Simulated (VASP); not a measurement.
# Os (Fd-3m) in VASP: a series of runs

Os is run at these levels: LDA; tasks: single point.

Everything below comes from runs of VASP 6.6.1. Logs are shortened: lines on timing, memory, paths and dates and some standing lists are left out, and cuts for length are marked.

### 1 The cell of the first run

Symmetry: Fd-3m, No. 227, cubic system. The conventional cell has a = 5.473 Å, b = 5.473 Å, c = 5.473 Å, α = 90.00°, β = 90.00°, γ = 90.00°. Within 3.1 Å of Os (site symmetry -43m) lie 4 Os at 2.37 Å.

This isn't the form of Os at room conditions, which is hcp.

### 2 Single point, LDA

INCAR

```
  PREC = Accurate
  ENCUT = 520
  EDIFF = 1E-7
  ISMEAR = -1
  SIGMA = 0.1
  LREAL = False
  LASPH = True
  NELM = 80
  ALGO = Normal
  ISIF = 2
  LWAVE = False
  LCHARG = False
  GGA = CA
  NBANDS = 15
```

KPOINTS

```
regular mesh
0
Gamma
  10 10 10
```

POSCAR

```
Os
1.0
    0.0000000000      2.7363257738      2.7363257738
    2.7363257738      0.0000000000      2.7363257738
    2.7363257738      2.7363257738      0.0000000000
Os
2
Direct
    0.1250000000      0.1250000000      0.1250000000
    0.8750000000      0.8750000000      0.8750000000
```

Potentials or basis: VASP PAW LDA potentials, release 64 (Os).

Command:

```sh
> cat potpaw_LDA.64/Os/POTCAR > POTCAR
> mpirun -np 1 vasp_std > vasp.out
```

OUTCAR:

```text
PREC = Accurate
   ENCUT = 520
   EDIFF = 1E-7
   ISMEAR = -1
   LREAL = False
   LASPH = True
   NELM = 80
   ISIF = 2
   GGA = CA

 ion  position               nearest neighbor table
   1  0.125  0.125  0.125-   2 2.37   2 2.37   2 2.37   2 2.37
   2  0.875  0.875  0.875-   1 2.37   1 2.37   1 2.37   1 2.37

  LATTYP: Found a face centered cubic cell.
 ALAT       =     5.4726515476

  Lattice vectors:

 A1 = (   0.0000000000,   2.7363257738,   2.7363257738)
 A2 = (   2.7363257738,   0.0000000000,   2.7363257738)
 A3 = (   2.7363257738,   2.7363257738,   0.0000000000)

Analysis of symmetry for initial positions (statically):
=====================================================================
 Subroutine PRICEL returns:
 Original cell was already a primitive cell.

 Routine SETGRP: Setting up the symmetry group for a
 face centered cubic supercell.

 Subroutine GETGRP returns: Found 48 space group operations
 (whereof 12 operations were pure point group operations)
 out of a pool of 48 trial point group operations.

The static configuration has the point symmetry D_3d.
 The point group associated with its full space group is O_h .

Analysis of symmetry for dynamics (positions and initial velocities):
=====================================================================
 Subroutine PRICEL returns:
 Original cell was already a primitive cell.

 Routine SETGRP: Setting up the symmetry group for a
 face centered cubic supercell.

 Subroutine GETGRP returns: Found 48 space group operations
 (whereof 12 operations were pure point group operations)
 out of a pool of 48 trial point group operations.

The dynamic configuration has the point symmetry D_3d.
 The point group associated with its full space group is O_h .

 Subroutine INISYM returns: Found 48 space group operations
 (whereof 12 operations are pure point group operations),
 and found     1 'primitive' translations

----------------------------------------------------------------------------------------

                                     Primitive cell

  volume of cell :      40.9764

  direct lattice vectors                    reciprocal lattice vectors
     0.000000000  2.736325774  2.736325774    -0.182726781  0.182726781  0.182726781
     2.736325774  0.000000000  2.736325774     0.182726781 -0.182726781  0.182726781
     2.736325774  2.736325774  0.000000000     0.182726781  0.182726781 -0.182726781

  length of vectors
     3.869749020  3.869749020  3.869749020     0.316492068  0.316492068  0.316492068

[... 85 lines left out ...]
   NFREE  =      0    steps in history (QN), initial steepest desc. (CG)
   ISIF   =      2    stress and relaxation
   ISYM   =      2    0-nonsym 1-usesym 2-fastsym
   POTIM  = 0.5000    time-step for ionic-motion
   TEBEG  =    0.0;   TEEND  =   0.0 temperature during run
   PSTRESS=    0.0 pullay stress
   NELECT =      16.0000    total number of electrons
   NUPDOWN=      -1.0000    fix difference up-down
   EMIN   =  10.00;   EMAX   =-10.00  energy-range for DOS
   EFERMI =   0.00;   METHOD = LEGACY
   ISMEAR =    -1;   SIGMA  =   0.10  broadening in eV -4-tet -1-fermi 0-gaus
   EFERMI_NEDOS =   21; number of points for ismear=-14 and -15
   IALGO  =     38    algorithm
   IMIX   =      4    mixing-type and parameters
     AMIX     =   0.40;   BMIX     =  1.00
     AMIX_MAG =   1.60;   BMIX_MAG =  1.00
  volume/ion in A,a.u.               =      20.49       138.26
  Fermi-wavevector in a.u.,A,eV,Ry     =   1.196567  2.261184 19.480449  1.431773
  Thomas-Fermi vector in A             =   2.332504
   LORBIT       =      0    0 simple, 1 ext, 2 COOP (PROOUT), +10 PAW based schemes
   GGA     = CA    functional components
   LHFCALC =     F    Hartree Fock is set to
   AEXX    =    0.0000 exact exchange contribution
   IVDW    =     0    specifies the selected vdW correction
   LEPSILON=     F    determine dielectric tensor
   LRPA    =     F    only Hartree local field effects (RPA)
 non-spin polarized calculation
  energy-cutoff  :      520.00
  volume of cell :       40.98
 maximum number of plane-waves:      1117
 NGX is ok and might be reduce to    30
   NGX = 15   NGY = 15   NGZ = 15

 number of electron      16.0000002 magnetization

 Free energy of the ion-electron system (eV)
  ---------------------------------------------------
  ext. energy  EPLUGINS =         0.00000000
  ---------------------------------------------------
  free energy    TOTEN  =       -22.44195038 eV

  energy without entropy =      -22.38786010  energy(sigma->0) =      -22.41490524

 E-fermi :   4.6924     XC(G=0): -11.6685

 val. band max:        4.6825052368   @ k =   0.5000   0.2000   0.0000
 cond. band min:       4.7274543957   @ k =   0.4000   0.2000   0.0000
 fundamental gap:      0.0449491588
 Fermi energy:         4.6924155688

 k-point     1 :       0.0000    0.0000    0.0000
  band No.  band energies     occupation
      1      -3.0997      2.00000
      2       0.2748      2.00000
      3       0.2748      2.00000
      4       0.9896      2.00000
      5       0.9896      2.00000
      6       0.9896      2.00000
      7       4.0941      1.99497
      8       4.0941      1.99497
      9       4.0941      1.99497
     10       7.3975      0.00000
     11       7.3975      0.00000
     12      16.0801      0.00000
     13      16.3134      0.00000
     14      17.6686      0.00000
[... 401 lines left out ...]
      2      -0.2081      2.00000
      3       0.4294      2.00000
      4       0.8001      2.00000
      5       1.3015      2.00000
      6       1.7771      2.00000
      7       2.5177      2.00000
      8       4.9056      0.21212
      9       5.5558      0.00036
     10       5.8912      0.00001
     11       7.7084      0.00000
     12      10.1948      0.00000
     13      11.1557      0.00000
     14      11.3091      0.00000
     15      15.4683      0.00000

 [... further k-points ...]
[... 5 lines left out ...]
  --------------------------------------------------------------------------------------
  -------------------------------------------------------------------------------------
  Total       -0.3782462     -0.3782462     -0.3782462      0.0000000     -0.0000000      0.0000000
  in kB      -14.7894400    -14.7894400    -14.7894400      0.0000000     -0.0000000      0.0000000
  external PRESSURE =     -14.7894400 kB  Pullay stress =       0.0000000 kB

 VOLUME and BASIS-vectors are now :
 -----------------------------------------------------------------------------
  energy-cutoff  :      520.00
  volume of cell :       40.98
      direct lattice vectors                 reciprocal lattice vectors
     0.000000000  2.736325774  2.736325774    -0.182726781  0.182726781  0.182726781
     2.736325774  0.000000000  2.736325774     0.182726781 -0.182726781  0.182726781
     2.736325774  2.736325774  0.000000000     0.182726781  0.182726781 -0.182726781

 POSITION                                       TOTAL-FORCE (eV/Angst)
 -----------------------------------------------------------------------------------
      0.68408      0.68408      0.68408         0.000000     -0.000000      0.000000
      4.78857      4.78857      4.78857        -0.000000      0.000000     -0.000000
 -----------------------------------------------------------------------------------
    total drift:                               -0.000000      0.000000      0.000000

  FREE ENERGIE OF THE ION-ELECTRON SYSTEM (eV)
  ---------------------------------------------------
  free  energy   TOTEN  =       -22.4419503790 eV

  energy  without entropy=      -22.3878601020  energy(sigma->0) =      -22.41490524
```

OSZICAR:

```text
N       E                     dE             d eps       ncg     rms          rms(c)
DAV:   1     0.826468099888E+02    0.82647E+02   -0.71214E+03  1410   0.972E+02
DAV:   2    -0.186113062325E+02   -0.10126E+03   -0.86421E+02  1557   0.283E+02
DAV:   3    -0.233658641786E+02   -0.47546E+01   -0.46007E+01  1732   0.543E+01
DAV:   4    -0.234033466376E+02   -0.37482E-01   -0.37451E-01  1536   0.508E+00
DAV:   5    -0.234035226284E+02   -0.17599E-03   -0.17599E-03  1767   0.352E-01    0.219E+01
DAV:   6    -0.226587477243E+02    0.74477E+00   -0.70383E-01  1662   0.666E+00    0.101E+01
DAV:   7    -0.224566476847E+02    0.20210E+00   -0.29500E-01  1704   0.411E+00    0.155E+00
DAV:   8    -0.224418728989E+02    0.14775E-01   -0.19997E-02  1452   0.993E-01    0.135E-01
DAV:   9    -0.224419365559E+02   -0.63657E-04   -0.36494E-04  1592   0.137E-01    0.559E-02
DAV:  10    -0.224419502013E+02   -0.13645E-04   -0.10584E-05  1620   0.309E-02    0.575E-03
DAV:  11    -0.224419503754E+02   -0.17414E-06   -0.97769E-07  1662   0.591E-03    0.314E-03
DAV:  12    -0.224419503790E+02   -0.35733E-08   -0.34217E-08   866   0.215E-03
   1 F= -.22441950E+02 E0= -.22414905E+02  d E =-.540903E-01
```

It took 45 s on 1 thread of Intel Xeon 8259CL, shared host; peak memory 0.16 GiB.

What came out:

- Free energy: -22.4420 eV
- Pressure: -1.5 GPa
- Band gap on the k mesh: zero (bands 8 and 9 overlap by 1.17 eV)

Caveat: spin-orbit coupling is left out, which moves the levels of the heavy elements.

### 3 Single point, LDA (18.85 Å³/atom)

This run uses another cell than the first one, of 18.85 Å³/atom.

INCAR

```
SYSTEM = Os
PREC = Accurate
ENCUT = 520
EDIFF = 1E-6
ISMEAR = -1
SIGMA = 0.1
LREAL = .FALSE.
LASPH = .TRUE.
NELM = 80
ALGO = Normal
ISIF = 2
LWAVE = .FALSE.
LCHARG = .FALSE.
NBANDS = 15
```

KPOINTS

```
regular mesh
0
G
  11 11 11
  0 0 0
```

POSCAR

```
Os
1.0
    0.0000000000      2.6613198725      2.6613198725
    2.6613198725      0.0000000000      2.6613198725
    2.6613198725      2.6613198725      0.0000000000
Os
2
Direct
    0.1250000000      0.1250000000      0.1250000000
    0.8750000000      0.8750000000      0.8750000000
```

Potentials or basis: VASP PAW LDA potentials, release 64 (Os).

Command:

```sh
> cat potpaw_LDA.64/Os/POTCAR > POTCAR
> mpirun -np 1 vasp_std > vasp.out
```

Wall time 38 s (1 thread of Intel Xeon 8259CL, shared host); peak memory 0.16 GiB.

The run converged. Its results:

```yaml
Free_energy: -22.2543 eV
Pressure: 21.1 GPa
Band_gap_on_the_k_mesh: zero (bands 8 and 9 overlap by 1.19 eV)
```

Levels at points of the mesh, in eV from the Fermi level:
```
           k point  band 4  band 5  band 6  band 7  band 8  band 9  band 10  band 11  band 12  band 13
(0.00, 0.00, 0.00)   -4.01   -4.01   -4.01   -0.64   -0.64   -0.64     3.12     3.12    11.65    12.18
```

Caveat: the cell stands under pressure; spin-orbit coupling is left out, which moves the levels of the heavy elements.
